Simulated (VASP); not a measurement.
Here is a VASP 6.6.1 calculation.

Contents of INCAR:

```
SYSTEM = TeW2
PREC     = Accurate       ! precision mode
ENCUT    = 520            ! plane-wave cutoff, eV
EDIFF    = 1E-6           ! SCF threshold, eV
ISMEAR   = -1             ! smearing method
SIGMA    = 0.05           ! smearing width, eV
LREAL    = .False.        ! projectors in reciprocal space
LASPH    = .True.         ! aspherical terms in the spheres
NELM     = 100            ! most SCF steps
ALGO     = Normal         ! electronic algorithm
ISIF     = 2              ! what is computed and relaxed
LWAVE    = .False.        ! write WAVECAR
LCHARG   = .False.        ! write CHGCAR
GGA      = PE             ! functional
NBANDS   = 24             ! bands
```

File KPOINTS:

```
regular mesh
0
Gamma
  7 7 7
  0 0 0
```

POSCAR

```
TeW2
1.0
    0.0000000000      3.1506738475      3.1506738475
    3.1506738475      0.0000000000      3.1506738475
    3.1506738475      3.1506738475      0.0000000000
Te W
1 2
Direct
    0.0000000000      0.0000000000      0.0000000000
    0.2500000000      0.2500000000      0.2500000000
    0.7500000000      0.7500000000      0.7500000000
```

Potentials or basis: VASP PAW PBE potentials, release 64 (Te, W_sv).

Run with:

```bash
$ cat potpaw_PBE.64/Te/POTCAR potpaw_PBE.64/W_sv/POTCAR > POTCAR
$ mpirun -np 1 vasp_std > vasp.out
```

Question: Estimate the band gap on the k mesh.

Answer: Zero (bands 17 and 18 overlap by 1.88 eV).

Question: What does it give for the pressure?

Answer: -4.0 GPa.

Caveat: the cell stands under tension; spin-orbit coupling is left out, which moves the levels of the heavy elements.
